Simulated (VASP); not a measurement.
# NaI (P1) in VASP: notebook

The runs below take NaI through single point, with r2SCAN.

Everything below comes from runs of VASP 6.6.1. Logs are shortened: lines on timing, memory, paths and dates and some standing lists are left out, and cuts for length are marked.

## (1) The cell of the first run

The typed cell holds 8 atoms: a = 4.622 Å, b = 8.539 Å, c = 7.798 Å, α = 90.00°, β = 90.00°, γ = 90.00°.

## (2) Single point, r2SCAN

File POSCAR:

```
NaI
1.0
    4.6222090000      0.0000000000      0.0000000000
    0.0000000000      8.5394040000      0.0000000000
    0.0000000000      0.0000000000      7.7983840000
Na I
4 4
Direct
    0.2416930952      0.2467953267      0.2775819965
    0.7394676442      0.2488821234      0.7159143484
    0.2452537304      0.7562157734      0.2632504375
    0.7382844437      0.7647786661      0.7369188283
    0.2658666019     -0.0066875862      0.7393061178
    0.7514725102      0.0035764791      0.2492062458
    0.2540947413      0.5015834829      0.7456874399
    0.7420906324      0.4995291240      0.2597929263
```

File INCAR.step1:

```
  PREC = Accurate
  ENCUT = 440
  ISMEAR = 0
  SIGMA = 0.01
  LREAL = False
  LASPH = True
  NELM = 120
  NBANDS = 38
  GGA = PE
  ALGO = Normal
  EDIFF = 1E-5
  LWAVE = True
  LCHARG = False
  GGA_COMPAT = False
```

File INCAR.step2:

```
  PREC = Accurate
  ENCUT = 440
  EDIFF = 1E-6
  ISMEAR = 0
  SIGMA = 0.01
  LREAL = False
  LASPH = True
  NELM = 120
  ALGO = Normal
  ISIF = 2
  LWAVE = False
  LCHARG = False
  METAGGA = R2SCAN
  LMIXTAU = True
  NBANDS = 38
  ISTART = 1
  GGA_COMPAT = False
```

File KPOINTS:

```
regular mesh
0
Gamma
  2 1 1
```

Potentials or basis: VASP PAW PBE potentials, release 64 (Na_pv, I).

The run is started by

```
$ cat potpaw_PBE.64/Na_pv/POTCAR potpaw_PBE.64/I/POTCAR > POTCAR
$ cp INCAR.step1 INCAR
$ mpirun -np 1 vasp_std > vasp.out
$ cp INCAR.step2 INCAR
$ mpirun -np 1 vasp_std > vasp.out
```

OUTCAR:

```text
PREC = Accurate
   ENCUT = 440
   EDIFF = 1E-6
   ISMEAR = 0
   LREAL = False
   LASPH = True
   NELM = 120
   ISIF = 2
   METAGGA = R2SCAN
   ISTART = 1

 ion  position               nearest neighbor table
   1  0.242  0.247  0.278-   6 3.08   6 3.15   8 3.16   8 3.17
   2  0.739  0.249  0.716-   5 3.10   7 3.12
   3  0.245  0.756  0.263-   6 3.11   6 3.15   8 3.17
   4  0.738  0.765  0.737-   5 2.93   5 3.12   7 3.17
   5  0.266  0.993  0.739-   4 2.93   2 3.10   4 3.12
   6  0.751  0.004  0.249-   1 3.08   3 3.11   1 3.15   3 3.15
   7  0.254  0.502  0.746-   2 3.12   4 3.17
   8  0.742  0.500  0.260-   1 3.16   1 3.17   3 3.17

  LATTYP: Found a simple orthorhombic cell.
 ALAT       =     4.6222090000
 B/A-ratio  =     1.6871552109
 C/A-ratio  =     1.8474724964

  Lattice vectors:

 A1 = (  -4.6222090000,   0.0000000000,   0.0000000000)
 A2 = (   0.0000000000,   0.0000000000,   7.7983840000)
 A3 = (   0.0000000000,   8.5394040000,   0.0000000000)

Analysis of symmetry for initial positions (statically):
=====================================================================
 Subroutine PRICEL returns:
 Original cell was already a primitive cell.

 Routine SETGRP: Setting up the symmetry group for a
 simple orthorhombic supercell.

 Subroutine GETGRP returns: Found  1 space group operations
 (whereof  1 operations were pure point group operations)
 out of a pool of  8 trial point group operations.

The static configuration has the point symmetry C_1 .

Analysis of symmetry for dynamics (positions and initial velocities):
=====================================================================
 Subroutine PRICEL returns:
 Original cell was already a primitive cell.

 Routine SETGRP: Setting up the symmetry group for a
 simple orthorhombic supercell.

 Subroutine GETGRP returns: Found  1 space group operations
 (whereof  1 operations were pure point group operations)
 out of a pool of  8 trial point group operations.

The dynamic configuration has the point symmetry C_1 .

 Subroutine INISYM returns: Found  1 space group operations
 (whereof  1 operations are pure point group operations),
 and found     1 'primitive' translations

----------------------------------------------------------------------------------------
[... 91 lines left out ...]
   TEBEG  =    0.0;   TEEND  =   0.0 temperature during run
   PSTRESS=    0.0 pullay stress
   NELECT =      56.0000    total number of electrons
   NUPDOWN=      -1.0000    fix difference up-down
   EMIN   =  10.00;   EMAX   =-10.00  energy-range for DOS
   EFERMI =   0.00;   METHOD = LEGACY
   ISMEAR =     0;   SIGMA  =   0.01  broadening in eV -4-tet -1-fermi 0-gaus
   EFERMI_NEDOS =   21; number of points for ismear=-14 and -15
   IALGO  =     38    algorithm
   IMIX   =      4    mixing-type and parameters
     AMIX     =   0.40;   BMIX     =  1.00
     AMIX_MAG =   1.60;   BMIX_MAG =  1.00
  volume/ion in A,a.u.               =      38.48       259.65
  Fermi-wavevector in a.u.,A,eV,Ry     =   0.927635  1.752975 11.707893  0.860506
  Thomas-Fermi vector in A             =   2.053725
   LORBIT       =      0    0 simple, 1 ext, 2 COOP (PROOUT), +10 PAW based schemes
   METAGGA = R2SCAN    functional components
   LHFCALC =     F    Hartree Fock is set to
   AEXX    =    0.0000 exact exchange contribution
   IVDW    =     0    specifies the selected vdW correction
   LEPSILON=     F    determine dielectric tensor
   LRPA    =     F    only Hartree local field effects (RPA)
 non-spin polarized calculation
 Gauss-broadening in eV      SIGMA  =   0.01
  energy-cutoff  :      440.00
  volume of cell :      307.81
 maximum number of plane-waves:      6476
 NGX is ok and might be reduce to    32
   NGX = 15   NGY = 29   NGZ = 27

 number of electron      56.0000028 magnetization

 Free energy of the ion-electron system (eV)
  ---------------------------------------------------
  ext. energy  EPLUGINS =         0.00000000
  ---------------------------------------------------
  free energy    TOTEN  =      -122.25650127 eV

  energy without entropy =     -122.25650127  energy(sigma->0) =     -122.25650127

 E-fermi :   0.4854     XC(G=0):  -7.4296

 val. band max:        0.4256354832   @ k =   0.0000   0.0000   0.0000
 cond. band min:       3.6577063037   @ k =   0.0000   0.0000   0.0000
 fundamental gap:      3.2320708205
 Fermi energy:         0.4853731574

 k-point     1 :       0.0000    0.0000    0.0000
  band No.  band energies     occupation
      1     -23.9532      2.00000
      2     -23.9136      2.00000
      3     -23.9081      2.00000
      4     -23.9045      2.00000
      5     -23.8970      2.00000
      6     -23.8678      2.00000
[... 30 lines left out ...]
     37       7.5442      0.00000
     38       7.6017      0.00000

 k-point     2 :       0.5000    0.0000    0.0000
  band No.  band energies     occupation
      1     -23.9530      2.00000
      2     -23.9135      2.00000
      3     -23.9106      2.00000
      4     -23.9040      2.00000
      5     -23.8967      2.00000
      6     -23.8699      2.00000
[... 30 lines left out ...]
     37       8.1223      0.00000
     38       8.1500      0.00000

------------------------ aborting loop because EDIFF is reached ----------------------------------------

  FORCE on cell =-STRESS in cart. coord.  units (eV):
  Direction    XX          YY          ZZ          XY          YZ          ZX
  --------------------------------------------------------------------------------------
  -------------------------------------------------------------------------------------
  Total        1.9420345      3.5391516     -0.9635359     -0.2138983     -0.0029314     -0.0619114
  in kB       10.1084778     18.4216273     -5.0152976     -1.1133616     -0.0152584     -0.3222550
  external PRESSURE =       7.8382692 kB  Pullay stress =       0.0000000 kB

 VOLUME and BASIS-vectors are now :
 -----------------------------------------------------------------------------
  energy-cutoff  :      440.00
  volume of cell :      307.81
      direct lattice vectors                 reciprocal lattice vectors
     4.622209000  0.000000000  0.000000000     0.216346773  0.000000000  0.000000000
     0.000000000  8.539404000  0.000000000     0.000000000  0.117104191  0.000000000
     0.000000000  0.000000000  7.798384000     0.000000000  0.000000000  0.128231695

 POSITION                                       TOTAL-FORCE (eV/Angst)
 -----------------------------------------------------------------------------------
      1.11716      2.10749      2.16469         0.039840      0.142614     -0.072987
      3.41797      2.12531      5.58297         0.104274      0.121277      0.057954
      1.13361      6.45763      2.05293         0.020824     -0.119565     -0.002889
      3.41251      6.53075      5.74678         0.214589     -0.335698      0.020803
      1.22889      8.48230      5.76539        -0.256791      0.265261     -0.067016
      3.47346      0.03054      1.94341        -0.001088     -0.040988     -0.014691
      1.17448      4.28322      5.81516        -0.134160     -0.060459      0.007659
      3.43010      4.26568      2.02596         0.012513      0.027559      0.071167
 -----------------------------------------------------------------------------------
    total drift:                               -0.006732      0.045615     -0.002981

  FREE ENERGIE OF THE ION-ELECTRON SYSTEM (eV)
  ---------------------------------------------------
  free  energy   TOTEN  =      -122.2565012731 eV

  energy  without entropy=     -122.2565012731  energy(sigma->0) =     -122.25650127
```

OUTCAR.step1:

```text
PREC = Accurate
   ENCUT = 440
   ISMEAR = 0
   LREAL = False
   LASPH = True
[... 303 lines left out ...]
      1.22889      8.48230      5.76539        -0.239835      0.259667     -0.060023
      3.47346      0.03054      1.94341         0.004438     -0.031928     -0.022395
      1.17448      4.28322      5.81516        -0.134488     -0.057026      0.009530
      3.43010      4.26568      2.02596         0.006260      0.032568      0.068145
 -----------------------------------------------------------------------------------
    total drift:                                0.001337     -0.002837      0.000932

  FREE ENERGIE OF THE ION-ELECTRON SYSTEM (eV)
  ---------------------------------------------------
  free  energy   TOTEN  =       -19.5600746239 eV

  energy  without entropy=      -19.5600746239  energy(sigma->0) =      -19.56007462
```

OSZICAR.step1:

```text
N       E                     dE             d eps       ncg     rms          rms(c)
DAV:   1     0.434375207761E+03    0.43438E+03   -0.23087E+04   168   0.117E+03
DAV:   2     0.215395088375E+02   -0.41284E+03   -0.39975E+03   174   0.300E+02
DAV:   3    -0.188867633916E+02   -0.40426E+02   -0.40247E+02   184   0.106E+02
DAV:   4    -0.202318855582E+02   -0.13451E+01   -0.13441E+01   186   0.200E+01
DAV:   5    -0.202631942731E+02   -0.31309E-01   -0.31307E-01   202   0.329E+00    0.365E+00
DAV:   6    -0.196618397186E+02    0.60135E+00   -0.70395E-01   170   0.304E+00    0.249E+00
DAV:   7    -0.195319737300E+02    0.12987E+00   -0.68145E-01   186   0.274E+00    0.165E+00
DAV:   8    -0.195597118787E+02   -0.27738E-01   -0.56184E-02   152   0.124E+00    0.630E-01
DAV:   9    -0.195587457025E+02    0.96618E-03   -0.30094E-03   176   0.299E-01    0.227E-01
DAV:  10    -0.195589423386E+02   -0.19664E-03   -0.13751E-04   156   0.619E-02    0.182E-01
DAV:  11    -0.195600602319E+02   -0.11179E-02   -0.14842E-03   152   0.162E-01    0.723E-02
DAV:  12    -0.195600747506E+02   -0.14519E-04   -0.81055E-05   152   0.401E-02    0.489E-02
DAV:  13    -0.195600746239E+02    0.12679E-06   -0.13530E-05   118   0.282E-02
   1 F= -.19560075E+02 E0= -.19560075E+02  d E =-.130098E-22
```

Run time: 77 s. Hardware: 1 thread of Intel Xeon Platinum 8375C at 2.90GHz (Ice Lake), shared host; peak memory 0.32 GiB.

Results:

```yaml
Free_energy: -122.2565 eV
Pressure: 0.8 GPa
Largest_force: 0.399 eV/Å
Band_gap_on_the_k_mesh: 3.23 eV
```

Forces on the atoms (eV/Å):
```
Na   0.040  0.143 -0.073
Na   0.104  0.121  0.058
Na   0.021 -0.120 -0.003
Na   0.215 -0.336  0.021
I   -0.257  0.265 -0.067
I   -0.001 -0.041 -0.015
I   -0.134 -0.060  0.008
I    0.013  0.028  0.071
```

Levels at points of the mesh, in eV from the valence-band top:
| k point | band 24 | band 25 | band 26 | band 27 | band 28 | band 29 | band 30 | band 31 | band 32 | band 33 |
| --- | --- | --- | --- | --- | --- | --- | --- | --- | --- | --- |
| (0.00, 0.00, 0.00) | -0.68 | -0.52 | -0.41 | -0.38 | 0.00 | 3.23 | 4.07 | 4.72 | 5.65 | 5.97 |
| (0.50, 0.00, 0.00) | -1.20 | -0.82 | -0.73 | -0.48 | -0.46 | 4.53 | 4.61 | 5.57 | 5.62 | 5.79 |

Caveat: the k points lie up to 0.81 Å⁻¹ apart; the PAW data sets were made with another functional, which shifts forces and pressure a little; spin-orbit coupling is left out, which moves the levels of the heavy elements.

## (3) Single point, r2SCAN

File POSCAR:

```
NaI
1.0
    4.6222090000      0.0000000000      0.0000000000
    0.0000000000      8.5394040000      0.0000000000
    0.0000000000      0.0000000000      7.7983840000
Na I
4 4
Direct
    0.2415120130      0.2456103494      0.2763293010
    0.7382528570      0.2495904866      0.7112815937
    0.2473449383      0.7588545992      0.2572616327
    0.7350866220      0.7670606754      0.7434606965
    0.2720272926     -0.0089214657      0.7367443050
    0.7519502039      0.0049465981      0.2452686351
    0.2549164263      0.5014751615      0.7459368505
    0.7399771408      0.4992825026      0.2608952060
```

File INCAR.step1:

```
PREC = Accurate
ENCUT = 440
ISMEAR = 0
SIGMA = 0.01
LREAL = False
LASPH = True
NELM = 120
NBANDS = 38
GGA = PE
ALGO = Normal
EDIFF = 1E-5
LWAVE = True
LCHARG = False
GGA_COMPAT = False
```

File INCAR.step2:

```
PREC = Accurate
ENCUT = 440
EDIFF = 1E-6
ISMEAR = 0
SIGMA = 0.01
LREAL = False
LASPH = True
NELM = 120
ALGO = Normal
ISIF = 2
LWAVE = False
LCHARG = False
METAGGA = R2SCAN
LMIXTAU = True
NBANDS = 38
ISTART = 1
GGA_COMPAT = False
```

KPOINTS is that of step 2.

Potentials or basis: VASP PAW PBE potentials, release 64 (Na_pv, I).

The run is started by

```
$ cat potpaw_PBE.64/Na_pv/POTCAR potpaw_PBE.64/I/POTCAR > POTCAR
$ cp INCAR.step1 INCAR
$ mpirun -np 1 vasp_std > vasp.out
$ cp INCAR.step2 INCAR
$ mpirun -np 1 vasp_std > vasp.out
```

OUTCAR:

```text
PREC = Accurate
   ENCUT = 440
   EDIFF = 1E-6
   ISMEAR = 0
   LREAL = False
   LASPH = True
   NELM = 120
   ISIF = 2
   METAGGA = R2SCAN
   ISTART = 1

 ion  position               nearest neighbor table
   1  0.242  0.246  0.276-   6 3.07   6 3.14   8 3.16   8 3.18
   2  0.738  0.250  0.711-   5 3.09   7 3.11
   3  0.247  0.759  0.257-   6 3.11   6 3.14   8 3.18
   4  0.735  0.767  0.743-   5 2.87   5 3.13   7 3.17
   5  0.272  0.991  0.737-   4 2.87   2 3.09   4 3.13
   6  0.752  0.005  0.245-   1 3.07   3 3.11   1 3.14   3 3.14
   7  0.255  0.501  0.746-   2 3.11   4 3.17
   8  0.740  0.499  0.261-   1 3.16   1 3.18   3 3.18

  LATTYP: Found a simple orthorhombic cell.
 ALAT       =     4.6222090000
 B/A-ratio  =     1.6871552109
 C/A-ratio  =     1.8474724964

  Lattice vectors:

 A1 = (  -4.6222090000,   0.0000000000,   0.0000000000)
 A2 = (   0.0000000000,   0.0000000000,   7.7983840000)
 A3 = (   0.0000000000,   8.5394040000,   0.0000000000)

[... 176 lines left out ...]
      4     -23.9123      2.00000
      5     -23.8966      2.00000
      6     -23.8809      2.00000
[... 30 lines left out ...]
     37       7.5497      0.00000
     38       7.6045      0.00000

 k-point     2 :       0.5000    0.0000    0.0000
  band No.  band energies     occupation
      1     -23.9608      2.00000
      2     -23.9254      2.00000
      3     -23.9200      2.00000
      4     -23.9118      2.00000
      5     -23.8964      2.00000
      6     -23.8829      2.00000
[... 30 lines left out ...]
     37       8.1069      0.00000
     38       8.1461      0.00000

------------------------ aborting loop because EDIFF is reached ----------------------------------------

  FORCE on cell =-STRESS in cart. coord.  units (eV):
  Direction    XX          YY          ZZ          XY          YZ          ZX
  --------------------------------------------------------------------------------------
  -------------------------------------------------------------------------------------
  Total        2.0518940      3.6249222     -0.9552634     -0.3535263     -0.0297873     -0.0579155
  in kB       10.6803071     18.8680714     -4.9722385     -1.8401386     -0.1550460     -0.3014559
  external PRESSURE =       8.1920466 kB  Pullay stress =       0.0000000 kB

 VOLUME and BASIS-vectors are now :
 -----------------------------------------------------------------------------
  energy-cutoff  :      440.00
  volume of cell :      307.81
      direct lattice vectors                 reciprocal lattice vectors
     4.622209000  0.000000000  0.000000000     0.216346773  0.000000000  0.000000000
     0.000000000  8.539404000  0.000000000     0.000000000  0.117104191  0.000000000
     0.000000000  0.000000000  7.798384000     0.000000000  0.000000000  0.128231695

 POSITION                                       TOTAL-FORCE (eV/Angst)
 -----------------------------------------------------------------------------------
      1.11632      2.09737      2.15492         0.042459      0.173687     -0.071790
      3.41236      2.13135      5.54685         0.096032      0.135358      0.074813
      1.14328      6.48017      2.00623         0.039825     -0.173765      0.059642
      3.39772      6.55024      5.79779         0.302277     -0.438423     -0.044897
      1.25737      8.46322      5.74542        -0.364017      0.370490     -0.089494
      3.47567      0.04224      1.91270         0.020366     -0.049967     -0.045507
      1.17828      4.28230      5.81710        -0.165060     -0.067911      0.034213
      3.42033      4.26357      2.03456         0.028118      0.050531      0.083021
 -----------------------------------------------------------------------------------
    total drift:                               -0.017533     -0.015024      0.006174

  FREE ENERGIE OF THE ION-ELECTRON SYSTEM (eV)
  ---------------------------------------------------
  free  energy   TOTEN  =      -122.2259778331 eV

  energy  without entropy=     -122.2259778331  energy(sigma->0) =     -122.22597783
```

Run time: 75 s. Hardware: 1 thread of Intel Xeon Platinum 8375C at 2.90GHz (Ice Lake), shared host; peak memory 0.32 GiB.

Results:

| Property | Result |
| --- | --- |
| Free energy | -122.2260 eV |
| Pressure | 0.8 GPa |
| Largest force | 0.534 eV/Å |
| Band gap on the k mesh | 3.19 eV |

Forces in eV/Å, atoms in the order of the input:
```
Na   0.042  0.174 -0.072
Na   0.096  0.135  0.075
Na   0.040 -0.174  0.060
Na   0.302 -0.438 -0.045
I   -0.364  0.370 -0.089
I    0.020 -0.050 -0.046
I   -0.165 -0.068  0.034
I    0.028  0.051  0.083
```

Stress tensor (GPa, compression positive):
```
 1.07 -0.18 -0.03
-0.18  1.89 -0.02
-0.03 -0.02 -0.50
```

Caveat: the k points lie up to 0.81 Å⁻¹ apart; the PAW data sets were made with another functional, which shifts forces and pressure a little; spin-orbit coupling is left out, which moves the levels of the heavy elements.
